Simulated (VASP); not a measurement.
# Ni (Im-3m) in VASP: further runs

Aim: see how the results for Ni move with the level of theory and the settings. Levels: PBEsol, PBEsol+U. Tasks: elastic constants, single point, density of states.

All numbers are computed with VASP 6.6.1; they aren't measurements. Logs are shortened: lines on timing, memory, paths and dates and some standing lists are left out, and cuts for length are marked.

### Step 1. The cell of the first run

The structure is cubic, space group Im-3m (No. 229). Conventional cell: a = 2.767 Å, b = 2.767 Å, c = 2.767 Å, α = 90.00°, β = 90.00°, γ = 90.00°. Ni (site symmetry m-3m) has 14 Ni at 2.40 to 2.77 Å within 3.2 Å.

### Step 2. Elastic constants, PBEsol, collinear spin, ferromagnetic start

Contents of INCAR:

```
ALGO = Fast
EDIFF = 1E-8
ENCUT = 600
GGA = PS
IBRION = 6
ISIF = 3
ISMEAR = -1
ISPIN = 2
LASPH = True
LCHARG = True
LMAXMIX = 4
LORBIT = 11
LREAL = False
LWAVE = False
MAGMOM = 1
NBANDS = 15
NELM = 150
NFREE = 2
NSW = 1
POTIM = 0.015
PREC = Accurate
SIGMA = 0.05
```

Contents of KPOINTS:

```
k-points
0
Gamma
  10 10 10
```

Contents of POSCAR:

```
Ni
1.0
   -1.3837154700      1.3837154700      1.3837154700
    1.3837154700     -1.3837154700      1.3837154700
    1.3837154700      1.3837154700     -1.3837154700
Ni
1
Direct
    0.0000000000      0.0000000000      0.0000000000
```

Potentials or basis: VASP PAW PBE potentials, release 64 (Ni).

Command:

```
cat potpaw_PBE.64/Ni/POTCAR > POTCAR
mpirun -np 1 vasp_std > vasp.out
```

OUTCAR:

```text
EDIFF = 1E-8
   ENCUT = 600
   GGA = PS
   IBRION = 6
   ISIF = 3
   ISMEAR = -1
   ISPIN = 2
   LASPH = True
   LORBIT = 11
   LREAL = False
   NELM = 150
   NFREE = 2
   NSW = 1
   POTIM = 0.015
   PREC = Accurate

 ion  position               nearest neighbor table
   1  0.000  0.000  0.000-

  LATTYP: Found a body centered cubic cell.
 ALAT       =     2.7674309400

  Lattice vectors:

 A1 = (  -1.3837154700,   1.3837154700,   1.3837154700)
 A2 = (   1.3837154700,  -1.3837154700,   1.3837154700)
 A3 = (   1.3837154700,   1.3837154700,  -1.3837154700)

Analysis of symmetry for initial positions (statically):
=====================================================================
 Subroutine PRICEL returns:
 Original cell was already a primitive cell.

 Routine SETGRP: Setting up the symmetry group for a
 body centered cubic supercell.

 Subroutine GETGRP returns: Found 48 space group operations
 (whereof 48 operations were pure point group operations)
 out of a pool of 48 trial point group operations.

The static configuration has the point symmetry O_h .

Analysis of symmetry for dynamics (positions and initial velocities):
=====================================================================
 Subroutine PRICEL returns:
 Original cell was already a primitive cell.

 Routine SETGRP: Setting up the symmetry group for a
 body centered cubic supercell.

 Subroutine GETGRP returns: Found 48 space group operations
 (whereof 48 operations were pure point group operations)
 out of a pool of 48 trial point group operations.

The dynamic configuration has the point symmetry O_h .

Analysis of structural, dynamic, and magnetic symmetry:
=====================================================================
 Subroutine PRICEL returns:
 Original cell was already a primitive cell.

 Routine SETGRP: Setting up the symmetry group for a
 body centered cubic supercell.

 Subroutine GETGRP returns: Found 48 space group operations
 (whereof 48 operations were pure point group operations)
 out of a pool of 48 trial point group operations.

The overall configuration has the point symmetry O_h .

 Subroutine INISYM returns: Found 48 space group operations
 (whereof 48 operations are pure point group operations),
 and found     1 'primitive' translations

----------------------------------------------------------------------------------------

                                     Primitive cell

  volume of cell :      10.5974

  direct lattice vectors                    reciprocal lattice vectors
    -1.383715470  1.383715470  1.383715470     0.000000000  0.361345964  0.361345964
     1.383715470 -1.383715470  1.383715470     0.361345964  0.000000000  0.361345964
     1.383715470  1.383715470 -1.383715470     0.361345964  0.361345964  0.000000000

  length of vectors
     2.396665497  2.396665497  2.396665497     0.511020363  0.511020363  0.511020363

  position of ions in fractional coordinates (direct lattice)
     0.000000000  0.000000000  0.000000000

  ion indices of the primitive-cell ions
   primitive index   ion index
                 1           1

----------------------------------------------------------------------------------------

 KPOINTS: k-points

Automatic generation of k-mesh.
 Grid dimensions read from file:
 generate k-points for:   10   10   10

 Generating k-lattice:

  Cartesian coordinates                     Fractional coordinates (reciprocal lattice)
     0.000000000  0.036134596  0.036134596     0.100000000  0.000000000  0.000000000
     0.036134596  0.000000000  0.036134596     0.000000000  0.100000000  0.000000000
     0.036134596  0.036134596  0.000000000     0.000000000  0.000000000  0.100000000

  Length of vectors
     0.051102036  0.051102036  0.051102036

  Shift w.r.t. Gamma in fractional coordinates (k-lattice)
     0.000000000  0.000000000  0.000000000

 Subroutine IBZKPT returns following result:
 ===========================================

 Found     47 irreducible k-points:

 Following reciprocal coordinates:
            Coordinates               Weight
  0.000000  0.000000  0.000000      1.000000
  0.100000  0.000000  0.000000     12.000000
  0.200000  0.000000  0.000000     12.000000
  0.300000  0.000000  0.000000     12.000000
  0.400000  0.000000  0.000000     12.000000
[... 57 lines left out ...]
     AMIX     =   0.40;   BMIX     =  1.00
     AMIX_MAG =   1.60;   BMIX_MAG =  1.00
  volume/ion in A,a.u.               =      10.60        71.51
  Fermi-wavevector in a.u.,A,eV,Ry     =   1.605738  3.034405 35.081190  2.578395
  Thomas-Fermi vector in A             =   2.702037
   LORBIT       =     11    0 simple, 1 ext, 2 COOP (PROOUT), +10 PAW based schemes
   GGA     = PS    functional components
   LHFCALC =     F    Hartree Fock is set to
   AEXX    =    0.0000 exact exchange contribution
   IVDW    =     0    specifies the selected vdW correction
   LEPSILON=     F    determine dielectric tensor
[... 56 lines left out ...]

 E-fermi :   9.4125     XC(G=0): -13.5857

 val. band max:        9.4054544674   @ k =  -0.3000   0.4000   0.2000
 cond. band min:       9.4153804862   @ k =   0.5000   0.5000   0.4000
 fundamental gap:      0.0099260188
 Fermi energy:         9.4125111792

 spin component 1

 k-point     1 :       0.0000    0.0000    0.0000
  band No.  band energies     occupation
      1       0.3222      1.00000
      2       7.1666      1.00000
      3       7.1666      1.00000
      4       7.1666      1.00000
      5       8.6299      1.00000
      6       8.6299      1.00000
      7      36.1354      0.00000
      8      36.1354      0.00000
      9      36.1355      0.00000
     10      41.2066      0.00000
     11      41.2066      0.00000
     12      42.4469      0.00000
     13      42.4471      0.00000
     14      42.4496      0.00000
[... 403 lines left out ...]
      4       8.1503      1.00000
      5       8.5714      1.00000
      6       9.0339      0.99949
      7      23.1695      0.00000
      8      29.7111      0.00000
      9      29.9186      0.00000
     10      36.7815      0.00000
     11      37.3660      0.00000
     12      40.2429      0.00000
     13      50.4103      0.00000
     14      50.6239      0.00000
     15      53.8286      0.00000

 [... further k-points ...]

 spin component 2

 k-point     1 :       0.0000    0.0000    0.0000
  band No.  band energies     occupation
      1       0.3190      1.00000
      2       7.6589      1.00000
      3       7.6589      1.00000
      4       7.6589      1.00000
      5       8.9946      0.99977
      6       8.9946      0.99977
      7      36.0752      0.00000
      8      36.0752      0.00000
      9      36.0753      0.00000
     10      41.1683      0.00000
     11      41.1683      0.00000
     12      42.5740      0.00000
     13      42.5740      0.00000
     14      42.5769      0.00000
[... 443 lines left out ...]
  FREE ENERGIE OF THE ION-ELECTRON SYSTEM (eV)
  ---------------------------------------------------
  free  energy   TOTEN  =        -6.0361292340 eV

  energy  without entropy=       -6.0198687843  energy(sigma->0) =       -6.02799901

 INTERNAL STRAIN TENSORS FROM STRAINED CELLS
 ============================================

 INTERNAL STRAIN TENSOR FOR ION    1 for displacements in x,y,z  (eV/Angst):
          X           Y           Z          XY          YZ          ZX
  --------------------------------------------------------------------------------
  x    -0.00000    -0.00000    -0.00000    -0.00000     0.00000     0.00000
  y    -0.00000    -0.00000    -0.00000     0.00000     0.00000     0.00000
  z    -0.00000    -0.00000     0.00000     0.00000     0.00000    -0.00000

 INTERNAL STRAIN TENSORS FROM DISPLACED ATOMS
 ============================================

 INTERNAL STRAIN TENSOR FOR ION    1 for displacements in x,y,z  (eV/Angst):
          X           Y           Z          XY          YZ          ZX
  --------------------------------------------------------------------------------
  x     0.00000     0.00000     0.00000     0.00000     0.00000     0.00000
  y     0.00000     0.00000     0.00000     0.00000     0.00000     0.00000
  z     0.00000     0.00000     0.00000     0.00000     0.00000     0.00000

 Eigenvectors and eigenvalues of the dynamical matrix
 ----------------------------------------------------

   1 f  =    0.000000 THz     0.000000 2PiTHz    0.000000 cm-1     0.000000 meV
             X         Y         Z           dx          dy          dz
      0.000000  0.000000  0.000000     0.249878   -0.968277    0.000000

   2 f  =    0.000000 THz     0.000000 2PiTHz    0.000000 cm-1     0.000000 meV
             X         Y         Z           dx          dy          dz
      0.000000  0.000000  0.000000    -0.968277   -0.249878    0.000000

   3 f  =    0.000000 THz     0.000000 2PiTHz    0.000000 cm-1     0.000000 meV
             X         Y         Z           dx          dy          dz
      0.000000  0.000000  0.000000     0.000000    0.000000    1.000000

--------------------------------------------------------------------------------------------------------

 ELASTIC MODULI CONTR FROM IONIC RELAXATION (kBar)
 Direction    XX          YY          ZZ          XY          YZ          ZX
 --------------------------------------------------------------------------------
 XX           0.0000      0.0000      0.0000      0.0000      0.0000      0.0000
 YY           0.0000      0.0000      0.0000      0.0000      0.0000      0.0000
 ZZ           0.0000      0.0000      0.0000      0.0000      0.0000      0.0000
 XY           0.0000      0.0000      0.0000      0.0000      0.0000      0.0000
 YZ           0.0000      0.0000      0.0000      0.0000      0.0000      0.0000
 ZX           0.0000      0.0000      0.0000      0.0000      0.0000      0.0000
 --------------------------------------------------------------------------------

 TOTAL ELASTIC MODULI (kBar)
 Direction    XX          YY          ZZ          XY          YZ          ZX
 --------------------------------------------------------------------------------
 XX        1316.1436   2127.7497   2127.7497      0.0000     -0.0000     -0.0000
 YY        2127.7497   1316.1436   2127.7497      0.0000      0.0000      0.0000
 ZZ        2127.7497   2127.7497   1316.1436     -0.0000      0.0000      0.0000
 XY           0.0000      0.0000     -0.0000   1554.9475      0.0000      0.0000
 YZ          -0.0000      0.0000      0.0000      0.0000   1554.9475      0.0000
 ZX          -0.0000      0.0000      0.0000      0.0000      0.0000   1554.9475
 --------------------------------------------------------------------------------

 total charge

# of ion       s       p       d       tot
------------------------------------------
    1        0.504   0.514   8.348   9.367

 magnetization (x)

# of ion       s       p       d       tot
------------------------------------------
    1       -0.005  -0.014   0.434   0.415
```

It took 11 min on 1 thread of Intel Xeon 6455B, shared host; peak memory 0.28 GiB.

Results:

* Net moment: 0.41 μB per cell
* Site moments: Ni +0.41 μB
* Valence electrons inside the program's atomic spheres: Ni 9.37
* Elastic constants C11, C12, C44: 132, 213, 155 GPa
* Voigt bulk modulus: 186 GPa

Elastic tensor in Voigt notation (GPa, in the Cartesian axes of the cell as first typed):
```
132 213 213   0   0   0
213 132 213   0   0   0
213 213 132   0   0   0
  0   0   0 155   0   0
  0   0   0   0 155   0
  0   0   0   0   0 155
```

Clamped-ion elastic tensor (GPa):
```
132 213 213   0   0   0
213 132 213   0   0   0
213 213 132   0   0   0
  0   0   0 155   0   0
  0   0   0   0 155   0
  0   0   0   0   0 155
```

Caveat: the cell is under stress, which shifts elastic constants; the elastic tensor has a negative eigenvalue, so either the cell is unstable as it stands or the mesh is too thin; the PAW data sets were made with another functional, which shifts forces and pressure a little.

### Step 3. Single point, PBEsol+U, collinear spin, ferromagnetic start

Contents of INCAR:

```
  PREC = Accurate
  ENCUT = 600
  EDIFF = 1E-6
  ISMEAR = -1
  SIGMA = 0.05
  LREAL = F
  LASPH = T
  NELM = 200
  ALGO = Normal
  ISIF = 2
  LWAVE = F
  LCHARG = F
  ISPIN = 2
  MAGMOM = 1
  LORBIT = 11
  LMAXMIX = 4
  LDAU = T
  LDAUTYPE = 2
  LDAUL = 2
  LDAUU = 8
  LDAUJ = 0
  LDAUPRINT = 1
  GGA = PS
  NBANDS = 15
  GGA_COMPAT = F
```

Contents of KPOINTS:

```
regular mesh
0
Gamma
  13 13 13
```

POSCAR is that of step 2.

Potentials or basis: VASP PAW PBE potentials, release 64 (Ni).

Command:

```
cat potpaw_PBE.64/Ni/POTCAR > POTCAR
mpirun -np 1 vasp_std > vasp.out
```

Run time: 27 s. Hardware: 1 thread of Intel Xeon 6975P-C, shared host; peak memory 0.15 GiB.

The run converged. Its results:

```yaml
Free_energy: -1.4701 eV
Pressure: -20.9 GPa
Net_moment: 0.65 μB per cell
Site_moments: Ni +0.69 μB
Valence_electrons_inside_the_program's_atomic_spheres: Ni 9.57
```

Levels at points of the mesh, in eV from the Fermi level:
Spin up:
```tsv
k point	band 3	band 4	band 5	band 6	band 7	band 8
(0.00, 0.00, 0.00)	-4.35	-4.35	-2.61	-2.61	27.81	27.81
```
Spin down:
```tsv
k point	band 2	band 3	band 4	band 5	band 6	band 7	band 8	band 9
(0.00, 0.00, 0.00)	-2.13	-2.13	-1.41	-1.41	-1.41	27.55	27.55	27.55
```

Eigenvalues of the final occupation matrices:
```
    site  spin  trace               eigenvalues
site 1 d     1   4.75  0.95 0.95 0.95 0.95 0.95
site 1 d     2   3.99  0.70 0.70 0.70 0.95 0.95
```

Caveat: the PAW data sets were made with another functional, which shifts forces and pressure a little; the U is typed as a test and isn't derived for this compound. The state reached can hang on the start; a lower one may exist.

### Step 4. Density of states, PBEsol+U, collinear spin, ferromagnetic start

POSCAR is that of step 3.

Contents of INCAR.step1:

```
SYSTEM = Ni
  PREC = Accurate
  ENCUT = 520
  EDIFF = 1E-6
  ISMEAR = -1
  SIGMA = 0.05
  LREAL = .FALSE.
  LASPH = .TRUE.
  NELM = 200
  ALGO = Normal
  ISIF = 2
  LWAVE = .FALSE.
  LCHARG = .TRUE.
  ISPIN = 2
  MAGMOM = 1
  LMAXMIX = 4
  LDAU = .TRUE.
  LDAUTYPE = 2
  LDAUL = 2
  LDAUU = 6
  LDAUJ = 0
  LDAUPRINT = 1
  GGA = PS
  NBANDS = 15
  GGA_COMPAT = .FALSE.
  NEDOS = 2001
  LORBIT = 11
```

Contents of KPOINTS.step1:

```
regular mesh
0
G
  13 13 13
  0 0 0
```

Contents of INCAR.step2:

```
SYSTEM = Ni
  PREC = Accurate
  ENCUT = 520
  EDIFF = 1E-6
  ISMEAR = -5
  SIGMA = 0.05
  LREAL = .FALSE.
  LASPH = .TRUE.
  NELM = 200
  ALGO = Normal
  ISIF = 2
  LWAVE = .FALSE.
  LCHARG = .FALSE.
  ISPIN = 2
  MAGMOM = 1
  LORBIT = 11
  LMAXMIX = 4
  LDAU = .TRUE.
  LDAUTYPE = 2
  LDAUL = 2
  LDAUU = 6
  LDAUJ = 0
  LDAUPRINT = 1
  GGA = PS
  NBANDS = 15
  NEDOS = 1001
  ICHARG = 11
  GGA_COMPAT = .FALSE.
```

Contents of KPOINTS.step2:

```
regular mesh
0
G
  20 20 20
  0 0 0
```

Command:

```
cat potpaw_PBE.64/Ni/POTCAR > POTCAR
cp INCAR.step1 INCAR
cp KPOINTS.step1 KPOINTS
mpirun -np 1 vasp_std > vasp.out
cp INCAR.step2 INCAR
cp KPOINTS.step2 KPOINTS
mpirun -np 1 vasp_std > vasp.out
```

Wall time 56 s (1 thread of Intel Xeon 6975P-C, shared host); peak memory 0.22 GiB.

The run converged. Its results:

| Quantity | Value |
| --- | --- |
| Net moment | 0.65 μB per cell |
| Site moments | Ni +0.69 μB |
| Valence electrons inside the program's atomic spheres | Ni 9.51 |

Levels at points of the mesh, in eV from the Fermi level:
Spin up:
```csv
k point,band 2,band 3,band 4,band 5,band 6,band 7,band 8,band 9
"(0.00, 0.00, 0.00)",-3.71,-3.71,-3.71,-2.02,-2.02,27.58,27.58,27.58
"(0.50, 0.00, 0.00)",-4.68,-2.15,-1.88,-1.30,1.10,6.51,20.20,21.29
"(0.50, 0.50, 0.50)",-5.49,-1.53,-1.53,-1.53,10.80,10.80,10.80,14.42
```
Spin down:
```
           k point  band 1  band 2  band 3  band 4  band 5  band 6  band 7  band 8  band 9  band 10
(0.00, 0.00, 0.00)   -8.31   -1.51   -1.51   -1.38   -1.38   -1.38   27.36   27.36   27.36    30.26
(0.50, 0.00, 0.00)   -4.60   -2.45   -1.34   -0.96    0.98    1.17    7.48   20.03   21.37    23.85
(0.50, 0.50, 0.50)   -5.17   -5.17    0.92    0.92    0.92   10.78   10.78   10.78   14.51    14.51
```

Eigenvalues of the final occupation matrices:
```csv
site,spin,trace,eigenvalues
site 1 d,1,4.69,0.94 0.94 0.94 0.94 0.94
site 1 d,2,3.95,0.69 0.69 0.69 0.93 0.93
```

Caveat: the PAW data sets were made with another functional, which shifts forces and pressure a little; the U is typed as a test and isn't derived for this compound; tetrahedron occupations give inexact forces and stress in metals.

### Step 5. Density of states, PBEsol+U, collinear spin, ferromagnetic start

POSCAR is that of step 4.

Contents of INCAR.step1:

```
SYSTEM = Ni
ALGO = Fast
EDIFF = 1E-6
ENCUT = 520
GGA = PS
ISIF = 2
ISMEAR = 1
ISPIN = 2
LASPH = .TRUE.
LCHARG = .TRUE.
LDAU = .TRUE.
LDAUJ = 0
LDAUL = 2
LDAUPRINT = 1
LDAUTYPE = 2
LDAUU = 1
LMAXMIX = 4
LREAL = .FALSE.
LWAVE = .FALSE.
MAGMOM = 1
NBANDS = 15
NELM = 150
PREC = Accurate
SIGMA = 0.025
```

Contents of KPOINTS.step1:

```
k-points
0
G
  13 13 13
  0 0 0
```

Contents of INCAR.step2:

```
SYSTEM = Ni
ALGO = Fast
EDIFF = 1E-6
ENCUT = 520
GGA = PS
ICHARG = 11
ISIF = 2
ISMEAR = -5
ISPIN = 2
LASPH = .TRUE.
LCHARG = .FALSE.
LDAU = .TRUE.
LDAUJ = 0
LDAUL = 2
LDAUPRINT = 1
LDAUTYPE = 2
LDAUU = 1
LMAXMIX = 4
LORBIT = 11
LREAL = .FALSE.
LWAVE = .FALSE.
MAGMOM = 1
NEDOS = 2001
NELM = 150
PREC = Accurate
SIGMA = 0.025
```

Contents of KPOINTS.step2:

```
k-points
0
G
  20 20 20
  0 0 0
```

Command:

```
cat potpaw_PBE.64/Ni/POTCAR > POTCAR
cp INCAR.step1 INCAR
cp KPOINTS.step1 KPOINTS
mpirun -np 1 vasp_std > vasp.out
cp INCAR.step2 INCAR
cp KPOINTS.step2 KPOINTS
mpirun -np 1 vasp_std > vasp.out
```

It took 30 s on 1 thread of Intel Xeon 6975P-C (Granite Rapids), shared host; peak memory 0.18 GiB.

Results (log left out):

| Item | Value |
| --- | --- |
| Net moment | 0.58 μB per cell |
| Site moments | Ni +0.57 μB |
| Valence electrons inside the program's atomic spheres | Ni 9.39 |

Levels at points of the mesh, in eV from the Fermi level:
Spin up:
```csv
k point,band 1,band 2,band 3,band 4,band 5,band 6,band 7,band 8,band 9,band 10
"(0.00, 0.00, 0.00)",-8.96,-2.53,-2.53,-2.53,-1.01,-1.01,26.86,26.86,26.86,31.62
"(0.50, 0.00, 0.00)",-4.87,-3.48,-1.10,-0.85,-0.18,0.36,6.68,19.47,20.53,23.83
"(0.50, 0.50, 0.50)",-4.47,-4.47,-0.41,-0.41,-0.41,10.05,10.05,10.05,15.74,15.74
```
Spin down:
```tsv
k point	band 1	band 2	band 3	band 4	band 5	band 6	band 7	band 8	band 9	band 10
(0.00, 0.00, 0.00)	-8.97	-1.64	-1.64	-1.64	-0.47	-0.47	26.77	26.77	26.77	31.60
(0.50, 0.00, 0.00)	-4.39	-2.67	-0.44	-0.30	0.33	0.81	7.12	19.41	20.64	24.20
(0.50, 0.50, 0.50)	-4.10	-4.10	0.57	0.57	0.57	10.09	10.09	10.09	15.90	15.90
```

Eigenvalues of the final occupation matrices:
```
    site  spin  trace               eigenvalues
site 1 d     1   4.51  0.90 0.90 0.90 0.91 0.91
site 1 d     2   3.90  0.73 0.73 0.73 0.86 0.86
```

Caveat: the PAW data sets were made with another functional, which shifts forces and pressure a little; the U is typed as a test and isn't derived for this compound; tetrahedron occupations give inexact forces and stress in metals. The state reached can hang on the start; a lower one may exist.

### Step 6. Summary

```tsv
task	level	U	k mesh	cutoff (eV)	smearing	ions in elastic constants	k mesh for the DOS	occupations for the DOS	moment (μB)
elastic constants	PBEsol	-	10 × 10 × 10	600	fermi-dirac 0.05 eV	relaxed	-	-	0.41
single point	PBEsol+U	Ni d U = 8.0 eV	13 × 13 × 13	600	fermi-dirac 0.05 eV	-	-	-	0.65
density of states	PBEsol+U	Ni d U = 6.0 eV	13 × 13 × 13	520	fermi-dirac 0.05 eV	-	20 × 20 × 20	tetrahedron	0.65
density of states	PBEsol+U	Ni d U = 1.0 eV	13 × 13 × 13	520	methfessel-paxton 0.025 eV	-	20 × 20 × 20	tetrahedron	0.58
```

Alike in all rows: potentials or basis VASP PAW PBE potentials, release 64 (Ni); spin collinear, ferromagnetic start; cell as given.

Caveats: the PAW data sets were made with another functional, which shifts forces and pressure a little; the U is typed as a test and isn't derived for this compound (some runs); tetrahedron occupations give inexact forces and stress in metals (some runs); the cell is under stress, which shifts elastic constants (some runs); the elastic tensor has a negative eigenvalue, so either the cell is unstable as it stands or the mesh is too thin (some runs).

Absolute energies hang on the potentials; compare differences alone.
